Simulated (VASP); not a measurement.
A run of VASP 6.6.1 is set up as follows.

Contents of POSCAR:

```
Cu2O
1.0
    4.2685000000      0.0000000000      0.0000000000
    0.0000000000      4.2685000000      0.0000000000
    0.0000000000      0.0000000000      4.2685000000
Cu O
4 2
Direct
    0.2500000000      0.2500000000      0.2500000000
    0.2500000000      0.7500000000      0.7500000000
    0.7500000000      0.7500000000      0.2500000000
    0.7500000000      0.2500000000      0.7500000000
    0.0000000000      0.0000000000      0.0000000000
    0.5000000000      0.5000000000      0.5000000000
```

Contents of INCAR.step1:

```
PREC = Accurate
ENCUT = 660
ISMEAR = 0
SIGMA = 0.01
LREAL = F
LASPH = T
NELM = 200
MAGMOM = 0 0 0 0 0 0 0 0 0 0 0 0 0 0 0 0 0 0
LSORBIT = T
GGA_COMPAT = F
LMAXMIX = 4
NBANDS = 72
GGA = PE
ALGO = Normal
EDIFF = 1E-5
LWAVE = T
LCHARG = F
```

The input INCAR.step2:

```
PREC = Accurate
ENCUT = 660
EDIFF = 1E-6
ISMEAR = 0
SIGMA = 0.01
LREAL = F
LASPH = T
NELM = 200
ALGO = Normal
ISIF = 2
LWAVE = F
LCHARG = F
MAGMOM = 0 0 0 0 0 0 0 0 0 0 0 0 0 0 0 0 0 0
LORBIT = 11
LSORBIT = T
GGA_COMPAT = F
LORBMOM = T
LMAXMIX = 4
METAGGA = R2SCAN
LMIXTAU = T
NBANDS = 72
ISTART = 1
```

The input KPOINTS:

```
regular mesh
0
Gamma
  6 6 6
```

Potentials or basis: VASP PAW PBE potentials, release 64 (Cu, O).

The run is started by

```console
$ cat potpaw_PBE.64/Cu/POTCAR potpaw_PBE.64/O/POTCAR > POTCAR
$ cp INCAR.step1 INCAR
$ mpirun -np 1 vasp_ncl > vasp.out
$ cp INCAR.step2 INCAR
$ mpirun -np 1 vasp_ncl > vasp.out
```

(1) Predict the net moment.

(2) Predict the pressure.

Answers

(1) 0.00 μB per cell.

(2) -1.2 GPa.

Caveat: the PAW data sets were made with another functional, which shifts forces and pressure a little.
